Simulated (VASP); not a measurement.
# LiC18 in VASP: single point with PBE

Aim: the single point of LiC18 with PBE.

Program: VASP 6.6.1. These are calculated values, not measurements. Logs are shortened: lines on timing, memory, paths and dates and some standing lists are left out, and cuts for length are marked.

## 1. The cell of the first run

The cell holds a slab with vacuum, 19 atoms: a = 7.398 Å, b = 7.398 Å, c = 13.000 Å, α = 90.00°, β = 90.00°, γ = 120.00°.

## 2. Single point, PBE, collinear spin, zero start

Input file INCAR:

```
ALGO     = Normal         # electronic algorithm
EDIFF    = 1E-6           # SCF threshold, eV
ENCUT    = 520            # plane-wave cutoff, eV
GGA      = PE             # functional
ISIF     = 2              # what is computed and relaxed
ISMEAR   = 0              # smearing method
ISPIN    = 2              # spin polarisation
LASPH    = T              # aspherical terms in the spheres
LCHARG   = T              # write CHGCAR
LELF     = T              # ELF
LORBIT   = 11             # projections on sites
LREAL    = Auto         
LVHAR    = T            
LWAVE    = F              # write WAVECAR
MAGMOM   = 0 0 0 0 0 0 0 0 0 0 0 0 0 0 0 0 0 0 0 # initial moments
NBANDS   = 56             # bands
NELM     = 150            # most SCF steps
PREC     = Accurate       # precision mode
SIGMA    = 0.05           # smearing width, eV
```

Input file KPOINTS:

```
k-points
0
Gamma
  2 2 1
```

Input file POSCAR:

```
LiC18
1.0
    7.3980000000      0.0000000000      0.0000000000
   -3.6990000000      6.4068560000      0.0000000000
    0.0000000000      0.0000000000     13.0000000000
C Li
18 1
Direct
   -0.0067021107     -0.0040835942      0.0718158462
    0.2159110092      0.1077263169      0.0769794615
   -0.0067904515      0.3304277480      0.0769742308
    0.2155741542      0.4412226527      0.0783930000
   -0.0068600299      0.6627876450      0.0787841538
    0.2151642357      0.7740500177      0.0785279231
    0.3264265323     -0.0039257945      0.0787818462
    0.5482701557      0.1076576405      0.0787832308
    0.3267068138      0.3300902970      0.0783895385
    0.5485434012      0.4406707440      0.0790893077
    0.3261540923      0.6630600095      0.0790933846
    0.5479913918      0.7736399882      0.0783920769
    0.6587864271     -0.0039954074      0.0769737692
    0.8813998174      0.1078145037      0.0717938462
    0.6595330084      0.3296810479      0.0785273077
    0.8815566399      0.4409440449      0.0787822308
    0.6591239734      0.6625074764      0.0783909231
    0.8814878098      0.7733030054      0.0769778462
    0.9372913407      1.0519225030      0.2199352308
```

Potentials or basis: VASP PAW PBE potentials, release 64 (C, Li_sv).

Started as:

```bash
cat potpaw_PBE.64/C/POTCAR potpaw_PBE.64/Li_sv/POTCAR > POTCAR
mpirun -np 1 vasp_std > vasp.out
```

OUTCAR:

```text
EDIFF = 1E-6
   ENCUT = 520
   GGA = PE
   ISIF = 2
   ISMEAR = 0
   ISPIN = 2
   LASPH = T
   LORBIT = 11
   LREAL = Auto
   NELM = 150
   PREC = Accurate

 ion  position               nearest neighbor table
   1  0.993  0.996  0.072-   2 1.43  18 1.43  14 1.43  19 2.05
   2  0.216  0.108  0.077-   7 1.42   9 1.42   1 1.43
   3  0.993  0.330  0.077-  16 1.42   4 1.42  14 1.43
   4  0.216  0.441  0.078-  11 1.42   9 1.42   3 1.42
   5  0.993  0.663  0.079-  16 1.42   6 1.42  18 1.42
   6  0.215  0.774  0.079-  11 1.42   7 1.42   5 1.42
   7  0.326  0.996  0.079-   8 1.42   6 1.42   2 1.42
   8  0.548  0.108  0.079-   7 1.42  15 1.42  13 1.42
   9  0.327  0.330  0.078-  10 1.42   4 1.42   2 1.42
  10  0.549  0.441  0.079-   9 1.42  17 1.42  15 1.42
  11  0.326  0.663  0.079-  12 1.42   4 1.42   6 1.42
  12  0.548  0.774  0.078-  11 1.42  17 1.42  13 1.42
  13  0.659  0.996  0.077-   8 1.42  12 1.42  14 1.43
  14  0.881  0.108  0.072-   3 1.43  13 1.43   1 1.43  19 2.05
  15  0.660  0.330  0.079-  10 1.42   8 1.42  16 1.42
  16  0.882  0.441  0.079-   5 1.42  15 1.42   3 1.42
  17  0.659  0.663  0.078-  10 1.42  12 1.42  18 1.42
  18  0.881  0.773  0.077-   5 1.42  17 1.42   1 1.43
  19  0.937  0.052  0.220-  14 2.05   1 2.05

  LATTYP: Found a hexagonal cell.
 ALAT       =     7.3980000000
 C/A-ratio  =     1.7572316842

  Lattice vectors:

 A1 = (   7.3980000000,   0.0000000000,   0.0000000000)
 A2 = (  -3.6990000000,   6.4068560000,   0.0000000000)
 A3 = (   0.0000000000,   0.0000000000,  13.0000000000)

Analysis of symmetry for initial positions (statically):
=====================================================================
 Subroutine PRICEL returns:
 Original cell was already a primitive cell.

 Routine SETGRP: Setting up the symmetry group for a
 hexagonal supercell.

 Subroutine GETGRP returns: Found  2 space group operations
 (whereof  1 operations were pure point group operations)
 out of a pool of 24 trial point group operations.

The static configuration has the point symmetry C_1 .
 The point group associated with its full space group is C_1h.

Analysis of symmetry for dynamics (positions and initial velocities):
=====================================================================
 Subroutine PRICEL returns:
 Original cell was already a primitive cell.

 Routine SETGRP: Setting up the symmetry group for a
 hexagonal supercell.

 Subroutine GETGRP returns: Found  2 space group operations
 (whereof  1 operations were pure point group operations)
 out of a pool of 24 trial point group operations.

The dynamic configuration has the point symmetry C_1 .
 The point group associated with its full space group is C_1h.

Analysis of structural, dynamic, and magnetic symmetry:
=====================================================================
 Subroutine PRICEL returns:
 Original cell was already a primitive cell.

 Routine SETGRP: Setting up the symmetry group for a
 hexagonal supercell.

 Subroutine GETGRP returns: Found  2 space group operations
 (whereof  1 operations were pure point group operations)
 out of a pool of 24 trial point group operations.

The overall configuration has the point symmetry C_1 .
 The point group associated with its full space group is C_1h.

 Subroutine INISYM returns: Found  2 space group operations
 (whereof  1 operations are pure point group operations),
 and found     1 'primitive' translations

----------------------------------------------------------------------------------------

                                     Primitive cell

  volume of cell :     616.1730

  direct lattice vectors                    reciprocal lattice vectors
     7.398000000  0.000000000  0.000000000     0.135171668  0.078041398  0.000000000
    -3.699000000  6.406856000  0.000000000     0.000000000  0.156082796  0.000000000
     0.000000000  0.000000000 13.000000000     0.000000000  0.000000000  0.076923077

  length of vectors
     7.398000000  7.398000054 13.000000000     0.156082797  0.156082796  0.076923077

  position of ions in fractional coordinates (direct lattice)
     0.993297889  0.995916406  0.071815846
     0.215911009  0.107726317  0.076979462
     0.993209548  0.330427748  0.076974231
[... 76 lines left out ...]
   NGX,Y,Z   is equivalent  to a cutoff of  12.58, 12.58, 12.53 a.u.
   NGXF,Y,Z  is equivalent  to a cutoff of  25.17, 25.17, 25.06 a.u.
 SYSTEM =  unknown system
   PREC   = accura    normal or accurate (medium, high low for compatibility)
   ISTART =      0    job   : 0-new  1-cont  2-samecut
   ICHARG =      2    charge: 1-file 2-atom 10-const
   ISPIN  =      2    spin polarized calculation?
   LNONCOLLINEAR =      F non collinear calculations
   LSORBIT =      F    spin-orbit coupling
   LASPH  =      T    aspherical Exc in radial PAW
   ENCUT  =  520.0 eV  38.22 Ry    6.18 a.u.  13.76 13.76 24.17*2*pi/ulx,y,z
   NELM   =    150;   NELMIN=  2; NELMDL= -5     # of ELM steps
   EDIFF  = 0.1E-05   stopping-criterion for ELM
   LREAL  =      T    real-space projection
   EDIFFG = 0.1E-04   stopping-criterion for IOM
   NSW    =      0    number of steps for IOM
   IBRION =     -1    ionic relax: 0-MD 1-quasi-New 2-CG
   NFREE  =      0    steps in history (QN), initial steepest desc. (CG)
   ISIF   =      2    stress and relaxation
   ISYM   =      2    0-nonsym 1-usesym 2-fastsym
   POTIM  = 0.5000    time-step for ionic-motion
   TEBEG  =    0.0;   TEEND  =   0.0 temperature during run
   PSTRESS=    0.0 pullay stress
   NELECT =      75.0000    total number of electrons
   NUPDOWN=      -1.0000    fix difference up-down
   EMIN   =  10.00;   EMAX   =-10.00  energy-range for DOS
   EFERMI =   0.00;   METHOD = LEGACY
   ISMEAR =     0;   SIGMA  =   0.05  broadening in eV -4-tet -1-fermi 0-gaus
   EFERMI_NEDOS =   21; number of points for ismear=-14 and -15
   IALGO  =     38    algorithm
   IMIX   =      4    mixing-type and parameters
     AMIX     =   0.40;   BMIX     =  1.00
     AMIX_MAG =   1.60;   BMIX_MAG =  1.00
  volume/ion in A,a.u.               =      32.43       218.85
  Fermi-wavevector in a.u.,A,eV,Ry     =   0.811324  1.533180  8.955991  0.658247
  Thomas-Fermi vector in A             =   1.920663
   LORBIT       =     11    0 simple, 1 ext, 2 COOP (PROOUT), +10 PAW based schemes
   GGA     = PE    functional components
   LHFCALC =     F    Hartree Fock is set to
   AEXX    =    0.0000 exact exchange contribution
   IVDW    =     0    specifies the selected vdW correction
   LEPSILON=     F    determine dielectric tensor
   LRPA    =     F    only Hartree local field effects (RPA)
 spin polarized calculation
 Gauss-broadening in eV      SIGMA  =   0.05
  energy-cutoff  :      520.00
  volume of cell :      616.17
 maximum number of plane-waves:     16651
 NGX is ok and might be reduce to    56
   NGX = 27   NGY = 27   NGZ = 49

 number of electron      75.0000002 magnetization      -0.0000000

 number of electron      75.0000002 magnetization       0.0000000

 Free energy of the ion-electron system (eV)
  ---------------------------------------------------
  ext. energy  EPLUGINS =         0.00000000
  ---------------------------------------------------
  free energy    TOTEN  =      -167.37247419 eV

  energy without entropy =     -167.37247419  energy(sigma->0) =     -167.37247419

 E-fermi :  -0.5168     XC(G=0):  -3.4922

 val. band max:       -0.8669127057   @ k =   0.0000   0.0000   0.0000
 cond. band min:       0.2078424928   @ k =   0.0000   0.0000   0.0000
 fundamental gap:      1.0747551984
 Fermi energy:        -0.5168134193

 spin component 1

 k-point     1 :       0.0000    0.0000    0.0000
  band No.  band energies     occupation
      1     -49.9014      1.00000
      2     -20.3390      1.00000
      3     -17.9099      1.00000
      4     -17.7798      1.00000
      5     -17.7561      1.00000
      6     -17.6790      1.00000
[... 145 lines left out ...]
     48       3.4696      0.00000
     49       3.6344      0.00000
 Fermi energy:        -0.5168134193

 spin component 2

 k-point     1 :       0.0000    0.0000    0.0000
  band No.  band energies     occupation
      1     -49.9014      1.00000
      2     -20.3390      1.00000
      3     -17.9099      1.00000
      4     -17.7798      1.00000
      5     -17.7561      1.00000
      6     -17.6790      1.00000
[... 145 lines left out ...]
     48       3.4696      0.00000
     49       3.6344      0.00000
 [bands above 49 left out]

------------------------ aborting loop because EDIFF is reached ----------------------------------------

  FORCE on cell =-STRESS in cart. coord.  units (eV):
  Direction    XX          YY          ZZ          XY          YZ          ZX
  --------------------------------------------------------------------------------------
  -------------------------------------------------------------------------------------
  Total        5.4121662      5.3685017     -0.1947118     -0.0378147     -0.0009314      0.0016132
  in kB       14.0727531     13.9592162     -0.5062909     -0.0983261     -0.0024218      0.0041948
  external PRESSURE =       9.1752262 kB  Pullay stress =       0.0000000 kB

 VOLUME and BASIS-vectors are now :
 -----------------------------------------------------------------------------
  energy-cutoff  :      520.00
  volume of cell :      616.17
      direct lattice vectors                 reciprocal lattice vectors
     7.398000000  0.000000000  0.000000000     0.135171668  0.078041398  0.000000000
    -3.699000000  6.406856000  0.000000000     0.000000000  0.156082796  0.000000000
     0.000000000  0.000000000 13.000000000     0.000000000  0.000000000  0.076923077

 POSITION                                       TOTAL-FORCE (eV/Angst)
 -----------------------------------------------------------------------------------
      3.66452      6.38069      0.93361         0.004320     -0.002494     -0.013618
      1.19883      0.69019      1.00073         0.000060      0.000380      0.000157
      6.12551      2.11700      1.00067        -0.005575      0.001341      0.001626
     -0.03726      2.82685      1.01911        -0.000669     -0.002729      0.001984
      4.89560      4.24639      1.02419         0.000511     -0.002345     -0.001324
     -1.27143      4.95923      1.02086        -0.001028      0.000593      0.004844
[... 11 lines left out ...]
      3.66080      4.95444      1.00071        -0.000299     -0.000241      0.000157
      6.74202      0.33266      2.85916         0.000661     -0.000382      0.027269
 -----------------------------------------------------------------------------------
    total drift:                               -0.016395      0.004677     -0.028230

  FREE ENERGIE OF THE ION-ELECTRON SYSTEM (eV)
  ---------------------------------------------------
  free  energy   TOTEN  =      -167.3724741870 eV

  energy  without entropy=     -167.3724741870  energy(sigma->0) =     -167.37247419

 total charge

# of ion       s       p       d       tot
------------------------------------------
    1        0.858   1.808   0.000   2.666
    2        0.859   1.794   0.000   2.653
    3        0.859   1.794   0.000   2.653
    4        0.861   1.795   0.000   2.656
    5        0.861   1.797   0.000   2.658
    6        0.861   1.794   0.000   2.655
[... 11 lines left out ...]
   18        0.859   1.794   0.000   2.653
   19        2.006   0.044   0.000   2.050
--------------------------------------------------
tot         17.488  32.392   0.000  49.880

 magnetization (x)

# of ion       s       p       d       tot
------------------------------------------
    1       -0.000  -0.000   0.000  -0.000
    2       -0.000  -0.000   0.000  -0.000
    3       -0.000  -0.000   0.000  -0.000
    4        0.000   0.000   0.000   0.000
    5        0.000   0.000   0.000   0.000
    6        0.000   0.000   0.000   0.000
[... 11 lines left out ...]
   18       -0.000  -0.000   0.000  -0.000
   19        0.000   0.000   0.000   0.000
--------------------------------------------------
tot          0.000   0.000   0.000   0.000
```

It took 13 min on 1 thread of Oxide Virtual Turin-like, shared host; peak memory 0.84 GiB.

Results:

```yaml
Free_energy: -167.3725 eV
Largest_force: 0.027 eV/Å
Net_moment: 0.00 μB per cell
Valence_electrons_inside_the_program's_atomic_spheres: C 2.67, 2.65, 2.66 (each value once); Li 2.05
```

Forces on the atoms (eV/Å):
```
C    0.004 -0.002 -0.014
C    0.000  0.000  0.000
C   -0.006  0.001  0.002
C   -0.001 -0.003  0.002
C    0.001 -0.002 -0.001
C   -0.001  0.001  0.005
C    0.002  0.001 -0.001
C   -0.001  0.002 -0.002
C    0.001 -0.002  0.000
C    0.003 -0.002 -0.002
C   -0.001  0.000 -0.005
C    0.002  0.002  0.002
C   -0.004  0.004  0.002
C   -0.006  0.003 -0.012
C    0.006 -0.003  0.000
C   -0.003  0.000 -0.002
C    0.002  0.000  0.000
C    0.000  0.000  0.000
Li   0.001  0.000  0.027
```

Caveat: the k points lie up to 0.49 Å⁻¹ apart; the cutoff is under 1.25 times the usual one of these potentials, so pressure, stress and relaxed cells hold a basis-set (Pulay) error.
